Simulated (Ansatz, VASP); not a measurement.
One calculation of Pt, two programs

File INCAR:

```
PREC = Accurate
ENCUT = 520
EDIFF = 1E-6
ISMEAR = 0
SIGMA = 0.15
LREAL = F
LASPH = T
NELM = 80
ALGO = Fast
ISIF = 2
LWAVE = F
LCHARG = F
GGA = PS
NBANDS = 11
```

Contents of KPOINTS:

```
Automatic mesh
0
Gamma
  24 24 24
```

File POSCAR:

```
Pt
1.0
   -1.3839436438      1.3839436438      2.0759154658
    1.3839436438     -1.3839436438      2.0759154658
    1.3839436438      1.3839436438     -2.0759154658
Pt
1
Direct
    0.0000000000      0.0000000000      0.0000000000
```

Input for Ansatz:

```yaml
crystal:
  lattice:
    - [-1.3839436438, 1.3839436438, 2.0759154658]
    - [1.3839436438, -1.3839436438, 2.0759154658]
    - [1.3839436438, 1.3839436438, -2.0759154658]
  atoms:
    - { symbol: Pt, position: [0.0, 0.0, 0.0] }
basis:
  ecutwfc: 420
kpoints:
  mp_grid: { grid: [24, 24, 24] }
hamiltonian:
  xc: pbesol
scf:
  occupations: { method: gaussian, width: 0.15 }
output:
  forces: true
  stress: true
  eigenvalues: true
```

Alike in both runs: task single point; functional PBEsol; k mesh 24 × 24 × 24; occupations gaussian, width 0.15 eV; no spin polarisation.

|  | VASP | Ansatz |
| --- | --- | --- |
| version | VASP 6.6.1 | Ansatz 0.2.0 |
| potentials or method | VASP PAW PBE potentials, release 64 (Pt), cutoff 520 eV | scalar-relativistic, plane waves, PAW |
| valence electrons in the cell | 10 | 18 |

|  | VASP | Ansatz | Ansatz less VASP |
| --- | --- | --- | --- |
| gap on the k mesh at the Fermi level (eV) | none | none | - |
| pressure (GPa) | -13.8 | -13.4 | +0.41 |
| traceless stress, the component that is largest in VASP (GPa) | -3.94 | -3.96 | -0.023 |

VASP's potentials were made for PBE, not for PBEsol. A gap of «none» marks a metal or a gap that the smearing closes. VASP's potentials hold 10 valence electrons a cell and Ansatz's 18, so a difference there can come from the potentials and not from the codes.

Spin-orbit coupling is off throughout.
